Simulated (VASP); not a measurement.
# Ga7As (P-6m2) in VASP: further runs

The runs below take Ga7As through single point, relaxation of cell and atoms, with PBE.

Program: VASP 6.6.1. These are calculated values, not measurements. Logs are shortened: lines on timing, memory, paths and dates and some standing lists are left out, and cuts for length are marked.

### 1 The cell of the first run

The structure is hexagonal, space group P-6m2 (No. 187). The conventional cell has a = 6.135 Å, b = 6.135 Å, c = 4.821 Å, α = 90.00°, β = 90.00°, γ = 120.00°. Ga (site symmetry mm2) has 10 Ga at 2.96 to 3.17 Å and 2 As at 3.07 Å within 3.9 Å. Within 3.9 Å of Ga (site symmetry mm2) lie 10 Ga at 2.95 to 3.19 Å and 2 As at 3.03 Å. Ga (site symmetry -6m2) has 12 Ga at 2.96 to 3.07 Å within 3.9 Å. As (site symmetry -6m2) has 12 Ga at 3.03 to 3.07 Å within 4.0 Å.

### 2 Single point, PBE

The input, INCAR:

```
SYSTEM = Ga7As
PREC = Accurate ; ENCUT = 520
EDIFF = 1E-6 ; ISMEAR = 0
SIGMA = 0.2 ; LREAL = .FALSE.
LASPH = .TRUE. ; NELM = 80
ALGO = Normal ; ISIF = 2
LWAVE = .FALSE. ; LCHARG = .FALSE.
GGA = PE ; NBANDS = 58
```

The input, KPOINTS:

```
Automatic mesh
0
G
  3 3 3
  0 0 0
```

The input, POSCAR:

```
Ga7As
1.0
    6.1354107536      0.0000000000      0.0000000000
   -3.0677053768      5.3134215752      0.0000000000
    0.0000000000      0.0000000000      4.8209681614
Ga As
7 1
Direct
    0.4942069604      0.9884139208      0.0000000000
    0.4942069604      0.5057930396      0.0000000000
    0.0115860792      0.5057930396      0.0000000000
    0.3464459484      0.1732229742      0.5000000000
    0.8267770258      0.1732229742      0.5000000000
    0.8267770258      0.6535540516      0.5000000000
    0.3333333333      0.6666666667      0.5000000000
    0.0000000000      0.0000000000      0.0000000000
```

Potentials or basis: VASP PAW PBE potentials, release 64 (Ga_d, As).

Command:

```sh
cat potpaw_PBE.64/Ga_d/POTCAR potpaw_PBE.64/As/POTCAR > POTCAR
mpirun -np 1 vasp_std > vasp.out
```

OUTCAR:

```text
SYSTEM = Ga7As
   PREC = Accurate
   ENCUT = 520
   EDIFF = 1E-6
   ISMEAR = 0
   LREAL = .FALSE.
   LASPH = .TRUE.
   NELM = 80
   ISIF = 2
   GGA = PE

 ion  position               nearest neighbor table
   1  0.494  0.988  0.000-
   2  0.494  0.506  0.000-
   3  0.012  0.506  0.000-
   4  0.346  0.173  0.500-
   5  0.827  0.173  0.500-
   6  0.827  0.654  0.500-
   7  0.333  0.667  0.500-
   8  0.000  0.000  0.000-

  LATTYP: Found a hexagonal cell.
 ALAT       =     6.1354107536
 C/A-ratio  =     0.7857612726

  Lattice vectors:

 A1 = (   6.1354107536,   0.0000000000,   0.0000000000)
 A2 = (  -3.0677053768,   5.3134215752,   0.0000000000)
 A3 = (   0.0000000000,   0.0000000000,   4.8209681614)

Analysis of symmetry for initial positions (statically):
=====================================================================
 Subroutine PRICEL returns:
 Original cell was already a primitive cell.

 Routine SETGRP: Setting up the symmetry group for a
 hexagonal supercell.

 Subroutine GETGRP returns: Found 12 space group operations
 (whereof 12 operations were pure point group operations)
 out of a pool of 24 trial point group operations.

The static configuration has the point symmetry D_3h.

Analysis of symmetry for dynamics (positions and initial velocities):
=====================================================================
 Subroutine PRICEL returns:
 Original cell was already a primitive cell.

 Routine SETGRP: Setting up the symmetry group for a
 hexagonal supercell.

 Subroutine GETGRP returns: Found 12 space group operations
 (whereof 12 operations were pure point group operations)
 out of a pool of 24 trial point group operations.

The dynamic configuration has the point symmetry D_3h.

 Subroutine INISYM returns: Found 12 space group operations
 (whereof 12 operations are pure point group operations),
 and found     1 'primitive' translations

----------------------------------------------------------------------------------------

                                     Primitive cell

  volume of cell :     157.1637

  direct lattice vectors                    reciprocal lattice vectors
     6.135410754  0.000000000  0.000000000     0.162988273  0.094101323  0.000000000
    -3.067705377  5.313421575  0.000000000     0.000000000  0.188202646  0.000000000
     0.000000000  0.000000000  4.820968161     0.000000000  0.000000000  0.207427215

  length of vectors
     6.135410754  6.135410754  4.820968161     0.188202646  0.188202646  0.207427215

  position of ions in fractional coordinates (direct lattice)
     0.494206960  0.988413921  0.000000000
     0.494206960  0.505793040  0.000000000
     0.011586079  0.505793040  0.000000000
     0.346445948  0.173222974  0.500000000
     0.826777026  0.173222974  0.500000000
     0.826777026  0.653554052  0.500000000
     0.333333333  0.666666667  0.500000000
     0.000000000  0.000000000  0.000000000

  ion indices of the primitive-cell ions
   primitive index   ion index
                 1           1
                 2           2
                 3           3
                 4           4
                 5           5
                 6           6
                 7           7
                 8           8

----------------------------------------------------------------------------------------

 KPOINTS: Automatic mesh

Automatic generation of k-mesh.
 Grid dimensions read from file:
 generate k-points for:    3    3    3

 Generating k-lattice:

  Cartesian coordinates                     Fractional coordinates (reciprocal lattice)
     0.054329424  0.031367108  0.000000000     0.333333333 -0.000000000  0.000000000
     0.000000000  0.062734215  0.000000000     0.000000000  0.333333333  0.000000000
     0.000000000  0.000000000  0.069142405     0.000000000  0.000000000  0.333333333

  Length of vectors
     0.062734215  0.062734215  0.069142405

  Shift w.r.t. Gamma in fractional coordinates (k-lattice)
     0.000000000  0.000000000  0.000000000

 Subroutine IBZKPT returns following result:
 ===========================================

 Found      6 irreducible k-points:

 Following reciprocal coordinates:
            Coordinates               Weight
  0.000000  0.000000  0.000000      1.000000
  0.333333 -0.000000  0.000000      6.000000
  0.333333  0.333333  0.000000      2.000000
  0.000000  0.000000  0.333333      2.000000
  0.333333 -0.000000  0.333333     12.000000
  0.333333  0.333333  0.333333      4.000000
   k-points           NKPTS =      6   k-points in BZ     NKDIM =      6   number of bands    NBANDS=     58
   number of dos      NEDOS =    301   number of ions     NIONS =      8
   total plane-waves  NPLWV =  82944
   dimension x,y,z NGX =    48 NGY =   48 NGZ =   36
   dimension x,y,z NGXF=    96 NGYF=   96 NGZF=   72
   ions per type =               7   1
   NGX,Y,Z   is equivalent  to a cutoff of  13.01, 13.01, 12.41 a.u.
   NGXF,Y,Z  is equivalent  to a cutoff of  26.01, 26.01, 24.83 a.u.
 SYSTEM =  Ga7As
   PREC   = accura    normal or accurate (medium, high low for compatibility)
   ISTART =      0    job   : 0-new  1-cont  2-samecut
   ICHARG =      2    charge: 1-file 2-atom 10-const
   ISPIN  =      1    spin polarized calculation?
   LNONCOLLINEAR =      F non collinear calculations
   LSORBIT =      F    spin-orbit coupling
   LASPH  =      T    aspherical Exc in radial PAW
   ENCUT  =  520.0 eV  38.22 Ry    6.18 a.u.  11.41 11.41  8.96*2*pi/ulx,y,z
   NELM   =     80;   NELMIN=  2; NELMDL= -5     # of ELM steps
   EDIFF  = 0.1E-05   stopping-criterion for ELM
   LREAL  =      F    real-space projection
   EDIFFG = 0.1E-04   stopping-criterion for IOM
   NSW    =      0    number of steps for IOM
   IBRION =     -1    ionic relax: 0-MD 1-quasi-New 2-CG
   NFREE  =      0    steps in history (QN), initial steepest desc. (CG)
   ISIF   =      2    stress and relaxation
   ISYM   =      2    0-nonsym 1-usesym 2-fastsym
   POTIM  = 0.5000    time-step for ionic-motion
   TEBEG  =    0.0;   TEEND  =   0.0 temperature during run
   PSTRESS=    0.0 pullay stress
   NELECT =      96.0000    total number of electrons
   NUPDOWN=      -1.0000    fix difference up-down
   EMIN   =  10.00;   EMAX   =-10.00  energy-range for DOS
   EFERMI =   0.00;   METHOD = LEGACY
   ISMEAR =     0;   SIGMA  =   0.20  broadening in eV -4-tet -1-fermi 0-gaus
   EFERMI_NEDOS =   21; number of points for ismear=-14 and -15
   IALGO  =     38    algorithm
   IMIX   =      4    mixing-type and parameters
     AMIX     =   0.40;   BMIX     =  1.00
     AMIX_MAG =   1.60;   BMIX_MAG =  1.00
  volume/ion in A,a.u.               =      19.65       132.57
  Fermi-wavevector in a.u.,A,eV,Ry     =   1.389039  2.624904 26.251489  1.929430
  Thomas-Fermi vector in A             =   2.513108
   LORBIT       =      0    0 simple, 1 ext, 2 COOP (PROOUT), +10 PAW based schemes
   GGA     = PE    functional components
   LHFCALC =     F    Hartree Fock is set to
   AEXX    =    0.0000 exact exchange contribution
   IVDW    =     0    specifies the selected vdW correction
   LEPSILON=     F    determine dielectric tensor
   LRPA    =     F    only Hartree local field effects (RPA)
 non-spin polarized calculation
 Gauss-broadening in eV      SIGMA  =   0.20
  energy-cutoff  :      520.00
  volume of cell :      157.16
 maximum number of plane-waves:      4253
 NGX is ok and might be reduce to    48
   NGX = 23   NGY = 23   NGZ = 17

 number of electron      96.0000037 magnetization

 Free energy of the ion-electron system (eV)
  ---------------------------------------------------
  ext. energy  EPLUGINS =         0.00000000
  ---------------------------------------------------
  free energy    TOTEN  =       -24.45696660 eV

  energy without entropy =      -24.41751740  energy(sigma->0) =      -24.43724200

 E-fermi :   5.3873     XC(G=0): -10.7856

 val. band max:        5.3753114643   @ k =   0.3333   0.3333   0.3333
 cond. band min:       5.6540386390   @ k =   0.3333   0.3333   0.0000
 fundamental gap:      0.2787271747
 Fermi energy:         5.3872622278

 k-point     1 :       0.0000    0.0000    0.0000
  band No.  band energies     occupation
      1      -9.7194      2.00000
      2      -9.6899      2.00000
      3      -9.6899      2.00000
      4      -9.6597      2.00000
      5      -9.6463      2.00000
      6      -9.6257      2.00000
[... 50 lines left out ...]
     57       8.8598      0.00000
     58       8.8598      0.00000

 k-point     2 :       0.3333   -0.0000    0.0000
  band No.  band energies     occupation
      1      -9.6885      2.00000
      2      -9.6711      2.00000
      3      -9.6469      2.00000
      4      -9.6423      2.00000
      5      -9.6371      2.00000
      6      -9.6222      2.00000
[... 50 lines left out ...]
     57       9.6108      0.00000
     58       9.7411      0.00000

 k-point     3 :       0.3333    0.3333    0.0000
  band No.  band energies     occupation
      1      -9.6578      2.00000
      2      -9.6545      2.00000
      3      -9.6469      2.00000
      4      -9.6233      2.00000
      5      -9.6189      2.00000
      6      -9.6145      2.00000
[... 50 lines left out ...]
     57       8.1408      0.00000
     58       8.1717      0.00000

 k-point     4 :       0.0000    0.0000    0.3333
  band No.  band energies     occupation
      1      -9.7177      2.00000
      2      -9.6748      2.00000
      3      -9.6748      2.00000
      4      -9.6701      2.00000
      5      -9.6397      2.00000
      6      -9.6397      2.00000
[... 50 lines left out ...]
     57      11.3344      0.00000
     58      11.7212      0.00000

 k-point     5 :       0.3333   -0.0000    0.3333
  band No.  band energies     occupation
      1      -9.6820      2.00000
      2      -9.6676      2.00000
      3      -9.6442      2.00000
      4      -9.6333      2.00000
      5      -9.6315      2.00000
      6      -9.6195      2.00000
[... 50 lines left out ...]
     57       9.9962      0.00000
     58      10.1329      0.00000

 k-point     6 :       0.3333    0.3333    0.3333
  band No.  band energies     occupation
      1      -9.6514      2.00000
      2      -9.6488      2.00000
      3      -9.6332      2.00000
      4      -9.6213      2.00000
      5      -9.6206      2.00000
      6      -9.6113      2.00000
[... 50 lines left out ...]
     57       9.1471      0.00000
     58       9.2270      0.00000

------------------------ aborting loop because EDIFF is reached ----------------------------------------

  FORCE on cell =-STRESS in cart. coord.  units (eV):
  Direction    XX          YY          ZZ          XY          YZ          ZX
  --------------------------------------------------------------------------------------
  -------------------------------------------------------------------------------------
  Total       -0.2191848     -0.2191848     -0.1918208      0.0000000     -0.0000000      0.0000000
  in kB       -2.2344412     -2.2344412     -1.9554829      0.0000000     -0.0000000      0.0000000
  external PRESSURE =      -2.1414551 kB  Pullay stress =       0.0000000 kB

 VOLUME and BASIS-vectors are now :
 -----------------------------------------------------------------------------
  energy-cutoff  :      520.00
  volume of cell :      157.16
      direct lattice vectors                 reciprocal lattice vectors
     6.135410754  0.000000000  0.000000000     0.162988273  0.094101323  0.000000000
    -3.067705377  5.313421575  0.000000000     0.000000000  0.188202646  0.000000000
     0.000000000  0.000000000  4.820968161     0.000000000  0.000000000  0.207427215

 POSITION                                       TOTAL-FORCE (eV/Angst)
 -----------------------------------------------------------------------------------
      0.00000      5.25186      0.00000         0.000000     -0.025607      0.000000
      1.48054      2.68749      0.00000        -0.022176      0.012803     -0.000000
     -1.48054      2.68749      0.00000         0.022176      0.012803     -0.000000
      1.59419      0.92041      2.41048         0.048014      0.027721      0.000000
      4.54122      0.92041      2.41048        -0.048014      0.027721      0.000000
      3.06771      3.47261      2.41048         0.000000     -0.055442      0.000000
     -0.00000      3.54228      2.41048         0.000000     -0.000000      0.000000
      0.00000      0.00000      0.00000         0.000000     -0.000000      0.000000
 -----------------------------------------------------------------------------------
    total drift:                               -0.000007      0.000004     -0.000000

  FREE ENERGIE OF THE ION-ELECTRON SYSTEM (eV)
  ---------------------------------------------------
  free  energy   TOTEN  =       -24.4569666030 eV

  energy  without entropy=      -24.4175174044  energy(sigma->0) =      -24.43724200
```

Run time: 33 s. Hardware: 1 thread of Intel Xeon 6975P-C (Granite Rapids), shared host; peak memory 0.27 GiB.

Results:

* Free energy: -24.4570 eV
* Pressure: -0.2 GPa
* Largest force: 0.055 eV/Å
* Band gap on the k mesh: zero (band 48 reaches 5.69 eV, above the bottom of band 49 at 3.24 eV)

Forces in eV/Å, atoms in the order of the input:
```
Ga   0.000 -0.026  0.000
Ga  -0.022  0.013  0.000
Ga   0.022  0.013  0.000
Ga   0.048  0.028  0.000
Ga  -0.048  0.028  0.000
Ga   0.000 -0.055  0.000
Ga   0.000  0.000  0.000
As   0.000  0.000  0.000
```

Levels at points of the mesh, in eV from the Fermi level:
| k point | band 44 | band 45 | band 46 | band 47 | band 48 | band 49 | band 50 | band 51 | band 52 | band 53 |
| --- | --- | --- | --- | --- | --- | --- | --- | --- | --- | --- |
| (0.00, 0.00, 0.00) | -4.20 | -0.86 | -0.56 | -0.34 | -0.34 | 0.55 | 0.55 | 0.67 | 0.93 | 0.93 |

Caveat: the k points lie up to 0.43 Å⁻¹ apart.

### 3 Relaxation of cell and atoms, PBE

This run uses another cell than the first one, of 23.39 Å³/atom, 1.191 times its volume.

The input, INCAR:

```
PREC     = Accurate       # precision mode
ENCUT    = 600            # plane-wave cutoff, eV
EDIFF    = 1E-6           # SCF threshold, eV
ISMEAR   = 0              # smearing method
SIGMA    = 0.2            # smearing width, eV
LREAL    = F              # projectors in reciprocal space
LASPH    = T              # aspherical terms in the spheres
NELM     = 100            # most SCF steps
ALGO     = Normal         # electronic algorithm
ISIF     = 3              # what is computed and relaxed
LWAVE    = F              # write WAVECAR
LCHARG   = F              # write CHGCAR
GGA      = PE             # functional
IBRION   = 2              # ionic algorithm
NSW      = 36             # ionic steps
EDIFFG   = -0.08          # ionic threshold
```

The input, KPOINTS:

```
regular mesh
0
Gamma
  3 3 3
```

The input, POSCAR:

```
Ga7As
1.0
    6.4720480000      0.0000000000      0.0000000000
   -3.2360240000      5.6049579800      0.0000000000
    0.0000000000      0.0000000000      5.1586721900
Ga As
7 1
Direct
    0.4996277400      0.9992554800      0.0000000000
    0.4996277400      0.5003722600      0.0000000000
    0.0007445200      0.5003722600      0.0000000000
    0.3392522600      0.1696261300      0.5000000000
    0.8303738700      0.1696261300      0.5000000000
    0.8303738700      0.6607477400      0.5000000000
    0.3333333300      0.6666666700      0.5000000000
    0.0000000000      0.0000000000      0.0000000000
```

Potentials or basis: VASP PAW PBE potentials, release 64 (Ga_d, As).

Command:

```sh
cat potpaw_PBE.64/Ga_d/POTCAR potpaw_PBE.64/As/POTCAR > POTCAR
mpirun -np 1 vasp_std > vasp.out
```

Wall time 3.9 min (1 thread of Intel Xeon 6975P-C (Granite Rapids), shared host); peak memory 0.38 GiB.

The run converged. Its results:

* Free energy: -24.4579 eV
* Relaxed volume: 19.42 Å³/atom
* Relaxed cell: a = 6.088 Å, b = 6.088 Å, c = 4.840 Å, α = 90.00°, β = 90.00°, γ = 120.00°
* Space group after relaxing (to 0.05 Å): P-6m2 (No. 187)
* Energy gained by relaxing: 82.3 meV/atom
* Ionic steps: 6
* Pressure after relaxing: 0.2 GPa
* Largest force after relaxing: 0.064 eV/Å
* Band gap on the k mesh: zero (band 48 reaches 5.84 eV, above the bottom of band 49 at 3.31 eV)

Forces on the atoms (eV/Å):
```
Ga   0.000 -0.064  0.000
Ga  -0.055  0.032  0.000
Ga   0.055  0.032  0.000
Ga   0.042  0.024  0.000
Ga  -0.042  0.024  0.000
Ga   0.000 -0.048  0.000
Ga   0.000  0.000  0.000
As   0.000  0.000  0.000
```

Stress tensor (GPa, compression positive):
```
 0.51  0.00  0.00
 0.00  0.51  0.00
 0.00  0.00 -0.55
```

The path:
```tsv
step	energy change (eV)	largest force (eV/Å)	pressure (GPa)	volume (Å³)
1	0.0000	0.1403	-5.43	187.13
2	-0.5465	0.1939	-2.51	166.47
3	-0.6313	0.2148	-0.03	156.68
4	-0.6455	0.1731	-0.01	156.26
5	-0.6577	0.0887	0.13	155.54
6	-0.6582	0.0641	0.15	155.35
```

Final structure:
```cif
data_structure
_symmetry_space_group_name_H-M 'P 1'
_symmetry_Int_Tables_number 1
_cell_length_a 6.0875
_cell_length_b 6.0875
_cell_length_c 4.8405
_cell_angle_alpha 90.000
_cell_angle_beta 90.000
_cell_angle_gamma 120.000
_cell_volume 155.35
loop_
_atom_site_label
_atom_site_type_symbol
_atom_site_fract_x
_atom_site_fract_y
_atom_site_fract_z
_atom_site_occupancy
Ga1 Ga 0.49526 0.99053 0.00000 1
Ga2 Ga 0.49526 0.50474 0.00000 1
Ga3 Ga 0.00947 0.50474 0.00000 1
Ga4 Ga 0.34589 0.17295 0.50000 1
Ga5 Ga 0.82705 0.17295 0.50000 1
Ga6 Ga 0.82705 0.65411 0.50000 1
Ga7 Ga 0.33333 0.66667 0.50000 1
As1 As 0.00000 0.00000 0.00000 1
```

Levels at points of the mesh, in eV from the Fermi level:
| k point | band 44 | band 45 | band 46 | band 47 | band 48 | band 49 | band 50 | band 51 | band 52 | band 53 |
| --- | --- | --- | --- | --- | --- | --- | --- | --- | --- | --- |
| (0.00, 0.00, 0.00) | -4.30 | -0.90 | -0.55 | -0.39 | -0.39 | 0.49 | 0.49 | 0.59 | 0.91 | 0.91 |

Caveat: the k points lie up to 0.43 Å⁻¹ apart in the final cell; the volume moved by over 15 % at a fixed basis, so the end points are rough; the relaxation stopped at a loose force limit of 0.08 eV/Å, so its end isn't a converged minimum.
